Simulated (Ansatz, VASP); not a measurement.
One calculation of H, two programs

```
H
1.0
     2.64500    0.00000    0.00000
     0.00000    2.64500    0.00000
     0.00000    0.00000    0.89053
H
1
Direct
  0.00000 0.00000 0.50000
```

Alike in both runs: task single point; functional PBEsol; k mesh 14 × 14 × 34; occupations gaussian, width 0.05 eV; no spin polarisation.

|  | VASP | Ansatz |
| --- | --- | --- |
| version | VASP 6.6.1 | Ansatz 0.2.0 |
| potentials or method | VASP PAW PBE potentials, release 64 (H), cutoff 520 eV | scalar-relativistic, plane waves, PAW |
| valence electrons in the cell | 1 | 1 |

```tsv
	VASP	Ansatz	Ansatz less VASP
gap on the k mesh at the Fermi level (eV)	none	none	-
pressure (GPa)	14.8	15.1	+0.32
traceless stress, the component that is largest in VASP (GPa)	27.45	27.39	-0.063
```

VASP's potentials were made for PBE, not for PBEsol. A gap of «none» marks a metal or a gap that the smearing closes.
